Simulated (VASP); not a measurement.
# P (Cmce) in VASP: notebook

Runs on P. Level: PBE. Tasks: single point.

All numbers are computed with VASP 6.6.1; they aren't measurements. Logs are shortened: lines on timing, memory, paths and dates and some standing lists are left out, and cuts for length are marked.

### 1 The cell of the first run

It takes space group Cmce (No. 64, orthorhombic). The conventional cell has a = 3.178 Å, b = 10.047 Å, c = 4.197 Å, α = 90.00°, β = 90.00°, γ = 90.00°. P (site symmetry m) has 3 P at 2.13 to 2.15 Å within 2.8 Å.

### 2 Single point, PBE

File INCAR:

```
SYSTEM = P
PREC     = Accurate       ! precision mode
ENCUT    = 520            ! plane-wave cutoff, eV
EDIFF    = 1E-7           ! SCF threshold, eV
ISMEAR   = 0              ! smearing method
SIGMA    = 0.05           ! smearing width, eV
LREAL    = .FALSE.        ! projectors in reciprocal space
LASPH    = .TRUE.         ! aspherical terms in the spheres
NELM     = 100            ! most SCF steps
ALGO     = Normal         ! electronic algorithm
ISIF     = 2              ! what is computed and relaxed
LWAVE    = .FALSE.        ! write WAVECAR
LCHARG   = .TRUE.         ! write CHGCAR
GGA      = PE             ! functional
LELF     = .TRUE.         ! ELF
LVHAR    = .TRUE.       
NBANDS   = 18             ! bands
```

File KPOINTS:

```
Automatic mesh
0
G
  6 6 5
  0 0 0
```

File POSCAR:

```
P
1.0
    1.5890264814     -5.0233245781      0.0000000000
    1.5890264814      5.0233245781      0.0000000000
    0.0000000000      0.0000000000      4.1966129960
P
4
Direct
    0.8983800000      0.1016200000      0.0806800000
    0.6016200000      0.3983800000      0.5806800000
    0.1016200000      0.8983800000      0.9193200000
    0.3983800000      0.6016200000      0.4193200000
```

Potentials or basis: VASP PAW PBE potentials, release 64 (P).

Started as:

```console
$ cat potpaw_PBE.64/P/POTCAR > POTCAR
$ mpirun -np 1 vasp_std > vasp.out
```

OUTCAR:

```text
SYSTEM = P
   PREC = Accurate
   ENCUT = 520
   EDIFF = 1E-7
   ISMEAR = 0
   LREAL = .FALSE.
   LASPH = .TRUE.
   NELM = 100
   ISIF = 2
   GGA = PE

 ion  position               nearest neighbor table
   1  0.898  0.102  0.081-   4 2.13   4 2.13   3 2.15
   2  0.602  0.398  0.581-   3 2.13   3 2.13   4 2.15
   3  0.102  0.898  0.919-   2 2.13   2 2.13   1 2.15
   4  0.398  0.602  0.419-   1 2.13   1 2.13   2 2.15

  LATTYP: Found a base centered orthorhombic cell.
 ALAT       =     3.1780529628
 B/A-ratio  =     3.1612591967
 C/A-ratio  =     1.3204981305

  Lattice vectors:

 A1 = (   1.5890264814,  -5.0233245781,   0.0000000000)
 A2 = (   1.5890264814,   5.0233245781,   0.0000000000)
 A3 = (   0.0000000000,   0.0000000000,   4.1966129960)

Analysis of symmetry for initial positions (statically):
=====================================================================
 Subroutine PRICEL returns:
 Original cell was already a primitive cell.

 Routine SETGRP: Setting up the symmetry group for a
 base centered orthorhombic supercell.

 Subroutine GETGRP returns: Found  8 space group operations
 (whereof  4 operations were pure point group operations)
 out of a pool of  8 trial point group operations.

The static configuration has the point symmetry C_2h.
 The point group associated with its full space group is D_2h.

Analysis of symmetry for dynamics (positions and initial velocities):
=====================================================================
 Subroutine PRICEL returns:
 Original cell was already a primitive cell.

 Routine SETGRP: Setting up the symmetry group for a
 base centered orthorhombic supercell.

 Subroutine GETGRP returns: Found  8 space group operations
 (whereof  4 operations were pure point group operations)
 out of a pool of  8 trial point group operations.

The dynamic configuration has the point symmetry C_2h.
 The point group associated with its full space group is D_2h.

 Subroutine INISYM returns: Found  8 space group operations
 (whereof  4 operations are pure point group operations),
 and found     1 'primitive' translations

----------------------------------------------------------------------------------------

                                     Primitive cell

  volume of cell :      66.9964

  direct lattice vectors                    reciprocal lattice vectors
     1.589026481 -5.023324578  0.000000000     0.314658066 -0.099535674  0.000000000
     1.589026481  5.023324578  0.000000000     0.314658066  0.099535674  0.000000000
     0.000000000  0.000000000  4.196612996     0.000000000  0.000000000  0.238287400

  length of vectors
     5.268661592  5.268661592  4.196612996     0.330025831  0.330025831  0.238287400

  position of ions in fractional coordinates (direct lattice)
     0.898380000  0.101620000  0.080680000
     0.601620000  0.398380000  0.580680000
     0.101620000  0.898380000  0.919320000
     0.398380000  0.601620000  0.419320000

  ion indices of the primitive-cell ions
   primitive index   ion index
                 1           1
                 2           2
                 3           3
                 4           4

----------------------------------------------------------------------------------------

 KPOINTS: Automatic mesh

Automatic generation of k-mesh.
 Grid dimensions read from file:
 generate k-points for:    6    6    5

 Generating k-lattice:

  Cartesian coordinates                     Fractional coordinates (reciprocal lattice)
     0.052443011 -0.016589279  0.000000000     0.166666667  0.000000000  0.000000000
     0.052443011  0.016589279  0.000000000     0.000000000  0.166666667  0.000000000
     0.000000000  0.000000000  0.047657480     0.000000000  0.000000000  0.200000000

  Length of vectors
     0.055004305  0.055004305  0.047657480

  Shift w.r.t. Gamma in fractional coordinates (k-lattice)
     0.000000000  0.000000000  0.000000000

 Subroutine IBZKPT returns following result:
 ===========================================

 Found     39 irreducible k-points:

 Following reciprocal coordinates:
            Coordinates               Weight
  0.000000  0.000000  0.000000      1.000000
  0.166667 -0.000000  0.000000      4.000000
  0.333333 -0.000000  0.000000      4.000000
  0.500000 -0.000000  0.000000      2.000000
  0.166667  0.166667  0.000000      2.000000
  0.333333  0.166667  0.000000      4.000000
[... 16 lines left out ...]
  0.333333  0.333333  0.200000      4.000000
  0.500000  0.333333  0.200000      8.000000
 [... further k-points ...]
   k-points           NKPTS =     39   k-points in BZ     NKDIM =     39   number of bands    NBANDS=     18
   number of dos      NEDOS =    301   number of ions     NIONS =      4
   total plane-waves  NPLWV =  51200
   dimension x,y,z NGX =    40 NGY =   40 NGZ =   32
   dimension x,y,z NGXF=    80 NGYF=   80 NGZF=   64
   ions per type =               4
   NGX,Y,Z   is equivalent  to a cutoff of  12.62, 12.62, 12.68 a.u.
   NGXF,Y,Z  is equivalent  to a cutoff of  25.24, 25.24, 25.35 a.u.
 SYSTEM =  P
   PREC   = accura    normal or accurate (medium, high low for compatibility)
   ISTART =      0    job   : 0-new  1-cont  2-samecut
   ICHARG =      2    charge: 1-file 2-atom 10-const
   ISPIN  =      1    spin polarized calculation?
   LNONCOLLINEAR =      F non collinear calculations
   LSORBIT =      F    spin-orbit coupling
   LASPH  =      T    aspherical Exc in radial PAW
   ENCUT  =  520.0 eV  38.22 Ry    6.18 a.u.   9.80  9.80  7.80*2*pi/ulx,y,z
   NELM   =    100;   NELMIN=  2; NELMDL= -5     # of ELM steps
   EDIFF  = 0.1E-06   stopping-criterion for ELM
   LREAL  =      F    real-space projection
   EDIFFG = 0.1E-05   stopping-criterion for IOM
   NSW    =      0    number of steps for IOM
   IBRION =     -1    ionic relax: 0-MD 1-quasi-New 2-CG
   NFREE  =      0    steps in history (QN), initial steepest desc. (CG)
   ISIF   =      2    stress and relaxation
   ISYM   =      2    0-nonsym 1-usesym 2-fastsym
   POTIM  = 0.5000    time-step for ionic-motion
   TEBEG  =    0.0;   TEEND  =   0.0 temperature during run
   PSTRESS=    0.0 pullay stress
   NELECT =      20.0000    total number of electrons
   NUPDOWN=      -1.0000    fix difference up-down
   EMIN   =  10.00;   EMAX   =-10.00  energy-range for DOS
   EFERMI =   0.00;   METHOD = LEGACY
   ISMEAR =     0;   SIGMA  =   0.05  broadening in eV -4-tet -1-fermi 0-gaus
   EFERMI_NEDOS =   21; number of points for ismear=-14 and -15
   IALGO  =     38    algorithm
   IMIX   =      4    mixing-type and parameters
     AMIX     =   0.40;   BMIX     =  1.00
     AMIX_MAG =   1.60;   BMIX_MAG =  1.00
  volume/ion in A,a.u.               =      16.75       113.03
  Fermi-wavevector in a.u.,A,eV,Ry     =   1.094127  2.067600 16.287723  1.197114
  Thomas-Fermi vector in A             =   2.230426
   LORBIT       =      0    0 simple, 1 ext, 2 COOP (PROOUT), +10 PAW based schemes
   GGA     = PE    functional components
   LHFCALC =     F    Hartree Fock is set to
   AEXX    =    0.0000 exact exchange contribution
   IVDW    =     0    specifies the selected vdW correction
   LEPSILON=     F    determine dielectric tensor
   LRPA    =     F    only Hartree local field effects (RPA)
 non-spin polarized calculation
 Gauss-broadening in eV      SIGMA  =   0.05
  energy-cutoff  :      520.00
  volume of cell :       67.00
 maximum number of plane-waves:      1830
   NGX = 19   NGY = 19   NGZ = 15

 number of electron      20.0000000 magnetization

 Free energy of the ion-electron system (eV)
  ---------------------------------------------------
  ext. energy  EPLUGINS =         0.00000000
  ---------------------------------------------------
  free energy    TOTEN  =       -21.00238225 eV

  energy without entropy =      -21.00126990  energy(sigma->0) =      -21.00182608

 E-fermi :   7.9833     XC(G=0): -10.4112

 val. band max:        7.9292811011   @ k =   0.5000   0.5000   0.0000
 cond. band min:       7.9915973316   @ k =  -0.3333   0.3333   0.0000
 fundamental gap:      0.0623162305
 Fermi energy:         7.9832587135

 k-point     1 :       0.0000    0.0000    0.0000
  band No.  band energies     occupation
      1      -8.8784      2.00000
      2      -5.3531      2.00000
      3      -1.7498      2.00000
      4       0.2790      2.00000
      5       2.4580      2.00000
      6       3.7244      2.00000
[... 10 lines left out ...]
     17      15.3048      0.00000
     18      15.7280      0.00000

 k-point     2 :       0.1667   -0.0000    0.0000
  band No.  band energies     occupation
      1      -8.4965      2.00000
      2      -5.0301      2.00000
      3      -1.9805      2.00000
      4       0.6485      2.00000
      5       2.1994      2.00000
      6       2.6704      2.00000
[... 10 lines left out ...]
     17      13.1399      0.00000
     18      15.3119      0.00000

 k-point     3 :       0.3333   -0.0000    0.0000
  band No.  band energies     occupation
      1      -7.3715      2.00000
      2      -4.0522      2.00000
      3      -3.4402      2.00000
      4      -0.1094      2.00000
      5       1.6406      2.00000
      6       1.6602      2.00000
[... 10 lines left out ...]
     17      15.0806      0.00000
     18      15.3543      0.00000

 k-point     4 :       0.5000   -0.0000    0.0000
  band No.  band energies     occupation
      1      -5.5884      2.00000
      2      -5.5884      2.00000
      3      -2.4047      2.00000
      4      -2.4047      2.00000
      5       2.2765      2.00000
      6       2.2765      2.00000
[... 375 lines left out ...]
      4       0.3865      2.00000
      5       2.3609      2.00000
      6       3.6799      2.00000
[... 10 lines left out ...]
     17      14.9448      0.00000
     18      16.0241      0.00000

 k-point    23 :       0.3333    0.3333    0.2000
  band No.  band energies     occupation
      1      -6.9346      2.00000
      2      -4.7958      2.00000
      3      -3.2536      2.00000
      4      -0.1132      2.00000
      5       0.6370      2.00000
      6       1.9679      2.00000
[... 10 lines left out ...]
     17      14.3864      0.00000
     18      15.0537      0.00000

 k-point    24 :       0.5000    0.3333    0.2000
  band No.  band energies     occupation
      1      -8.0125      2.00000
      2      -5.7835      2.00000
      3      -2.3013      2.00000
      4       0.3966      2.00000
      5       1.5236      2.00000
      6       3.3286      2.00000
[... 10 lines left out ...]
     17      13.5580      0.00000
     18      14.4156      0.00000

 [... further k-points ...]
[... 5 lines left out ...]
  --------------------------------------------------------------------------------------
  -------------------------------------------------------------------------------------
  Total        7.6631512      6.0313907      5.9151531      0.0000000      0.0000000      0.0000000
  in kB      183.2595793    144.2370238    141.4572718      0.0000000      0.0000000      0.0000000
  external PRESSURE =     156.3179583 kB  Pullay stress =       0.0000000 kB

 VOLUME and BASIS-vectors are now :
 -----------------------------------------------------------------------------
  energy-cutoff  :      520.00
  volume of cell :       67.00
      direct lattice vectors                 reciprocal lattice vectors
     1.589026481 -5.023324578  0.000000000     0.314658066 -0.099535674  0.000000000
     1.589026481  5.023324578  0.000000000     0.314658066  0.099535674  0.000000000
     0.000000000  0.000000000  4.196612996     0.000000000  0.000000000  0.238287400

 POSITION                                       TOTAL-FORCE (eV/Angst)
 -----------------------------------------------------------------------------------
      1.58903     -4.00238      0.33858         0.000000      1.045106     -0.820802
      1.58903     -1.02094      2.43689         0.000000     -1.045106     -0.820802
      1.58903      4.00238      3.85803         0.000000     -1.045106      0.820802
      1.58903      1.02094      1.75972         0.000000      1.045106      0.820802
 -----------------------------------------------------------------------------------
    total drift:                               -0.000000      0.000000     -0.000000

  FREE ENERGIE OF THE ION-ELECTRON SYSTEM (eV)
  ---------------------------------------------------
  free  energy   TOTEN  =       -21.0023822471 eV

  energy  without entropy=      -21.0012699041  energy(sigma->0) =      -21.00182608
```

It took 92 s on 1 thread of AMD EPYC 7R43 (Zen 3), shared host; peak memory 0.17 GiB.

Results:

```yaml
Free_energy: -21.0024 eV
Pressure: 15.6 GPa
Largest_force: 1.329 eV/Å
```

Forces on the atoms (eV/Å):
```
P    0.000  1.045 -0.821
P    0.000 -1.045 -0.821
P    0.000 -1.045  0.821
P    0.000  1.045  0.821
```

Caveat: forces of over 1 eV/Å act on the atoms, so gaps and moduli don't describe the material at rest.

(Part 1 of 2 ends here.)
